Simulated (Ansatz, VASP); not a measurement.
**InSe: VASP beside Ansatz**

```
CELL_PARAMETERS angstrom
-4.03177 0.00000 0.00000
-2.01589 -3.49162 0.00000
0.00000 0.00000 16.61237
ATOMIC_POSITIONS crystal
In 0.33333 0.33333 0.16816
In 0.66667 0.66667 0.67268
In 0.33333 0.33333 0.33635
In 0.66667 0.66667 0.84087
Se 0.33333 0.33333 0.59520
Se 0.66667 0.66667 0.09068
Se 0.33333 0.33333 0.91835
Se 0.66667 0.66667 0.41383
```

Alike in both runs: task single point; functional PBE; dispersion D3(BJ); k mesh 9 × 9 × 2; occupations gaussian, width 0.03 eV; no spin polarisation.

|  | VASP | Ansatz |
| --- | --- | --- |
| version | VASP 6.6.1 | Ansatz 0.2.0 |
| potentials or method | VASP PAW PBE potentials, release 64 (In_d, Se), cutoff 520 eV | scalar-relativistic, plane waves, PAW |
| valence electrons in the cell | 76 | 116 |

Ansatz gave:

| Property | Result |
| --- | --- |
| gap on the k mesh at the Fermi level (eV) | 0.33 |
| least direct gap on the mesh (eV) | 0.33 |
| pressure (GPa) | 0.1 |
| traceless stress, the component that is largest in VASP (GPa) | 0.09 |
| rms of the force components (eV/Å) | 0.021 |

Q: Which values does VASP return?

A: gap on the k mesh at the Fermi level (eV): 0.32; least direct gap on the mesh (eV): 0.32; pressure (GPa): 0.1; traceless stress, the component that is largest in VASP (GPa): 0.09; rms of the force components (eV/Å): 0.019.

Atom by atom the forces differ by 0.008 eV/Å (rms over components). VASP's potentials hold 76 valence electrons a cell and Ansatz's 116, so a difference there can come from the potentials and not from the codes.
